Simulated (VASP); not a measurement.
A run of VASP 6.6.1 is set up as follows.

Contents of INCAR:

```
SYSTEM = Ag
PREC     = Accurate       ! precision mode
ENCUT    = 520            ! plane-wave cutoff, eV
EDIFF    = 1E-6           ! SCF threshold, eV
ISMEAR   = -1             ! smearing method
SIGMA    = 0.05           ! smearing width, eV
LREAL    = .FALSE.        ! projectors in reciprocal space
LASPH    = .TRUE.         ! aspherical terms in the spheres
NELM     = 60             ! most SCF steps
ALGO     = Fast           ! electronic algorithm
ISIF     = 2              ! what is computed and relaxed
LWAVE    = .FALSE.        ! write WAVECAR
LCHARG   = .TRUE.         ! write CHGCAR
GGA      = PS             ! functional
LELF     = .TRUE.         ! ELF
LVHAR    = .TRUE.       
NBANDS   = 24             ! bands
```

File KPOINTS:

```
regular mesh
0
G
  10 10 10
  0 0 0
```

The input POSCAR:

```
Ag
1.0
    1.4924315858      0.8616557778      7.2994588987
   -1.4924315858      0.8616557778      7.2994588987
    0.0000000000     -1.7233115556      7.2994588987
Ag
3
Direct
    0.2222810000      0.2222810000      0.2222810000
    0.7777190000      0.7777190000      0.7777190000
    0.0000000000      0.0000000000      0.0000000000
```

Potentials or basis: VASP PAW PBE potentials, release 64 (Ag).

The run is started by

```bash
$ cat potpaw_PBE.64/Ag/POTCAR > POTCAR
$ mpirun -np 1 vasp_std > vasp.out
```

(1) Predict the band gap on the k mesh.

(2) What does it give for the pressure?

## Answers

(1) zero (an odd number of electrons rules out a gap without spin polarisation).

(2) -9.8 GPa.

Caveat: the cell stands under tension; the PAW data sets were made with another functional, which shifts forces and pressure a little.
